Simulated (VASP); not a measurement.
# Lu (Fm-3m) in VASP: notebook, part 2 of 3

VASP 6.6.1. Earlier steps stand in the parts before.

### Step 3. Single point, BLYP

This run uses another cell than the first one, of 29.69 Å³/atom, 1.042 times its volume.

INCAR

```
PREC     = Accurate       # precision mode
ENCUT    = 520            # plane-wave cutoff, eV
EDIFF    = 1E-7           # SCF threshold, eV
ISMEAR   = -1             # smearing method
SIGMA    = 0.1            # smearing width, eV
LREAL    = F              # projectors in reciprocal space
LASPH    = T              # aspherical terms in the spheres
NELM     = 80             # most SCF steps
ALGO     = Normal         # electronic algorithm
ISIF     = 2              # what is computed and relaxed
LWAVE    = F              # write WAVECAR
LCHARG   = T              # write CHGCAR
GGA      = B5             # functional
ALDAX    = 1.0          
AGGAX    = 1.0          
AGGAC    = 1.0          
ALDAC    = 0.0          
LELF     = T              # ELF
LVHAR    = T            
NBANDS   = 18             # bands
```

KPOINTS

```
Automatic mesh
0
Gamma
  12 12 12
```

POSCAR

```
Lu
1.0
    0.0000000000      2.4576553022      2.4576553022
    2.4576553022      0.0000000000      2.4576553022
    2.4576553022      2.4576553022      0.0000000000
Lu
1
Direct
    0.0000000000      0.0000000000      0.0000000000
```

Potentials or basis: VASP PAW PBE potentials, release 64 (Lu).

On the command line:

```bash
$ cat potpaw_PBE.64/Lu/POTCAR > POTCAR
$ mpirun -np 1 vasp_std > vasp.out
```

OUTCAR:

```text
PREC = Accurate
   ENCUT = 520
   EDIFF = 1E-7
   ISMEAR = -1
   LREAL = F
   LASPH = T
   NELM = 80
   ISIF = 2
   GGA = B5

 ion  position               nearest neighbor table
   1  0.000  0.000  0.000-

  LATTYP: Found a face centered cubic cell.
 ALAT       =     4.9153106044

  Lattice vectors:

 A1 = (   0.0000000000,   2.4576553022,   2.4576553022)
 A2 = (   2.4576553022,   0.0000000000,   2.4576553022)
 A3 = (   2.4576553022,   2.4576553022,   0.0000000000)

Analysis of symmetry for initial positions (statically):
=====================================================================
 Subroutine PRICEL returns:
 Original cell was already a primitive cell.

 Routine SETGRP: Setting up the symmetry group for a
 face centered cubic supercell.

 Subroutine GETGRP returns: Found 48 space group operations
 (whereof 48 operations were pure point group operations)
 out of a pool of 48 trial point group operations.

The static configuration has the point symmetry O_h .

Analysis of symmetry for dynamics (positions and initial velocities):
=====================================================================
 Subroutine PRICEL returns:
 Original cell was already a primitive cell.

 Routine SETGRP: Setting up the symmetry group for a
 face centered cubic supercell.

 Subroutine GETGRP returns: Found 48 space group operations
 (whereof 48 operations were pure point group operations)
 out of a pool of 48 trial point group operations.

The dynamic configuration has the point symmetry O_h .

 Subroutine INISYM returns: Found 48 space group operations
 (whereof 48 operations are pure point group operations),
 and found     1 'primitive' translations

----------------------------------------------------------------------------------------

                                     Primitive cell

  volume of cell :      29.6888

  direct lattice vectors                    reciprocal lattice vectors
     0.000000000  2.457655302  2.457655302    -0.203445943  0.203445943  0.203445943
     2.457655302  0.000000000  2.457655302     0.203445943 -0.203445943  0.203445943
     2.457655302  2.457655302  0.000000000     0.203445943  0.203445943 -0.203445943

  length of vectors
     3.475649460  3.475649460  3.475649460     0.352378709  0.352378709  0.352378709

  position of ions in fractional coordinates (direct lattice)
     0.000000000  0.000000000  0.000000000

  ion indices of the primitive-cell ions
   primitive index   ion index
                 1           1

----------------------------------------------------------------------------------------

 KPOINTS: Automatic mesh

Automatic generation of k-mesh.
 Grid dimensions read from file:
 generate k-points for:   12   12   12

 Generating k-lattice:

  Cartesian coordinates                     Fractional coordinates (reciprocal lattice)
    -0.016953829  0.016953829  0.016953829     0.083333333  0.000000000  0.000000000
     0.016953829 -0.016953829  0.016953829     0.000000000  0.083333333  0.000000000
     0.016953829  0.016953829 -0.016953829     0.000000000  0.000000000  0.083333333

  Length of vectors
     0.029364892  0.029364892  0.029364892

  Shift w.r.t. Gamma in fractional coordinates (k-lattice)
     0.000000000  0.000000000  0.000000000

 Subroutine IBZKPT returns following result:
 ===========================================

 Found     72 irreducible k-points:

 Following reciprocal coordinates:
            Coordinates               Weight
  0.000000  0.000000  0.000000      1.000000
  0.083333  0.000000  0.000000      8.000000
  0.166667  0.000000  0.000000      8.000000
  0.250000  0.000000  0.000000      8.000000
  0.333333  0.000000  0.000000      8.000000
  0.416667  0.000000  0.000000      8.000000
[... 16 lines left out ...]
  0.500000  0.166667  0.000000     24.000000
 -0.416667  0.166667  0.000000     24.000000
 [... further k-points ...]
   k-points           NKPTS =     72   k-points in BZ     NKDIM =     72   number of bands    NBANDS=     18
   number of dos      NEDOS =    301   number of ions     NIONS =      1
   total plane-waves  NPLWV =  21952
   dimension x,y,z NGX =    28 NGY =   28 NGZ =   28
   dimension x,y,z NGXF=    56 NGYF=   56 NGZF=   56
   ions per type =               1
   NGX,Y,Z   is equivalent  to a cutoff of  13.39, 13.39, 13.39 a.u.
   NGXF,Y,Z  is equivalent  to a cutoff of  26.79, 26.79, 26.79 a.u.
 SYSTEM =  unknown system
   PREC   = accura    normal or accurate (medium, high low for compatibility)
   ISTART =      0    job   : 0-new  1-cont  2-samecut
   ICHARG =      2    charge: 1-file 2-atom 10-const
   ISPIN  =      1    spin polarized calculation?
   LNONCOLLINEAR =      F non collinear calculations
   LSORBIT =      F    spin-orbit coupling
   LASPH  =      T    aspherical Exc in radial PAW
   ENCUT  =  520.0 eV  38.22 Ry    6.18 a.u.   6.46  6.46  6.46*2*pi/ulx,y,z
   NELM   =     80;   NELMIN=  2; NELMDL= -5     # of ELM steps
   EDIFF  = 0.1E-06   stopping-criterion for ELM
   LREAL  =      F    real-space projection
   EDIFFG = 0.1E-05   stopping-criterion for IOM
   NSW    =      0    number of steps for IOM
   IBRION =     -1    ionic relax: 0-MD 1-quasi-New 2-CG
   NFREE  =      0    steps in history (QN), initial steepest desc. (CG)
   ISIF   =      2    stress and relaxation
   ISYM   =      2    0-nonsym 1-usesym 2-fastsym
   POTIM  = 0.5000    time-step for ionic-motion
   TEBEG  =    0.0;   TEEND  =   0.0 temperature during run
   PSTRESS=    0.0 pullay stress
   NELECT =      25.0000    total number of electrons
   NUPDOWN=      -1.0000    fix difference up-down
   EMIN   =  10.00;   EMAX   =-10.00  energy-range for DOS
   EFERMI =   0.00;   METHOD = LEGACY
   ISMEAR =    -1;   SIGMA  =   0.10  broadening in eV -4-tet -1-fermi 0-gaus
   EFERMI_NEDOS =   21; number of points for ismear=-14 and -15
   IALGO  =     38    algorithm
   IMIX   =      4    mixing-type and parameters
     AMIX     =   0.40;   BMIX     =  1.00
     AMIX_MAG =   1.60;   BMIX_MAG =  1.00
  volume/ion in A,a.u.               =      29.69       200.35
  Fermi-wavevector in a.u.,A,eV,Ry     =   1.545933  2.921389 32.516663  2.389907
  Thomas-Fermi vector in A             =   2.651241
   LORBIT       =      0    0 simple, 1 ext, 2 COOP (PROOUT), +10 PAW based schemes
   GGA     = B5    functional components
   LHFCALC =     F    Hartree Fock is set to
   AEXX    =    0.0000 exact exchange contribution
   IVDW    =     0    specifies the selected vdW correction
   LEPSILON=     F    determine dielectric tensor
   LRPA    =     F    only Hartree local field effects (RPA)
 non-spin polarized calculation
  energy-cutoff  :      520.00
  volume of cell :       29.69
 maximum number of plane-waves:       821
 NGX is ok and might be reduce to    28
   NGX = 13   NGY = 13   NGZ = 13

 number of electron      24.9999998 magnetization

 Free energy of the ion-electron system (eV)
  ---------------------------------------------------
  ext. energy  EPLUGINS =         0.00000000
  ---------------------------------------------------
  free energy    TOTEN  =        -3.49330622 eV

  energy without entropy =       -3.44193207  energy(sigma->0) =       -3.46761914

 E-fermi :   2.7127     XC(G=0): -10.1016

 val. band max:        2.7077162343   @ k =   0.3333   0.2500   0.0000
 cond. band min:       2.7130041741   @ k =   0.5000   0.3333   0.1667
 fundamental gap:      0.0052879398
 Fermi energy:         2.7126574220

 k-point     1 :       0.0000    0.0000    0.0000
  band No.  band energies     occupation
      1     -53.3892      2.00000
      2     -24.0396      2.00000
      3     -24.0396      2.00000
      4     -24.0396      2.00000
      5      -3.2278      2.00000
      6      -2.4503      2.00000
[... 10 lines left out ...]
     17       7.0152      0.00000
     18      12.9900      0.00000

 k-point     2 :       0.0833    0.0000    0.0000
  band No.  band energies     occupation
      1     -53.3873      2.00000
      2     -24.0724      2.00000
      3     -24.0439      2.00000
      4     -24.0439      2.00000
      5      -3.0388      2.00000
      6      -2.4466      2.00000
[... 10 lines left out ...]
     17       6.9188      0.00000
     18      13.4137      0.00000
[... 442 lines left out ...]
 k-point    24 :      -0.4167    0.1667    0.0000
  band No.  band energies     occupation
      1     -53.3586      2.00000
      2     -24.4648      2.00000
      3     -24.1890      2.00000
      4     -24.1208      2.00000
      5      -2.4234      2.00000
      6      -2.4124      2.00000
[... 10 lines left out ...]
     17       9.0235      0.00000
     18      10.2087      0.00000

 [... further k-points ...]
[... 5 lines left out ...]
  --------------------------------------------------------------------------------------
  -------------------------------------------------------------------------------------
  Total        0.0324648      0.0324648      0.0324648      0.0000000      0.0000000      0.0000000
  in kB        1.7519878      1.7519878      1.7519878      0.0000000      0.0000000      0.0000000
  external PRESSURE =       1.7519878 kB  Pullay stress =       0.0000000 kB

 VOLUME and BASIS-vectors are now :
 -----------------------------------------------------------------------------
  energy-cutoff  :      520.00
  volume of cell :       29.69
      direct lattice vectors                 reciprocal lattice vectors
     0.000000000  2.457655302  2.457655302    -0.203445943  0.203445943  0.203445943
     2.457655302  0.000000000  2.457655302     0.203445943 -0.203445943  0.203445943
     2.457655302  2.457655302  0.000000000     0.203445943  0.203445943 -0.203445943

 POSITION                                       TOTAL-FORCE (eV/Angst)
 -----------------------------------------------------------------------------------
      0.00000      0.00000      0.00000         0.000000      0.000000      0.000000
 -----------------------------------------------------------------------------------
    total drift:                               -0.000000     -0.000000     -0.000000

  FREE ENERGIE OF THE ION-ELECTRON SYSTEM (eV)
  ---------------------------------------------------
  free  energy   TOTEN  =        -3.4933062205 eV

  energy  without entropy=       -3.4419320672  energy(sigma->0) =       -3.46761914
```

Run time: 30 s. Hardware: 1 thread of Intel Xeon Platinum 8559C (Emerald Rapids), shared host; peak memory 0.19 GiB.

Results:

```yaml
Free_energy: -3.4933 eV
Pressure: 0.2 GPa
```

Caveat: the PAW data sets were made with another functional, which shifts forces and pressure a little; spin-orbit coupling is left out, which moves the levels of the heavy elements.

(Part 2 of 3 ends here.)
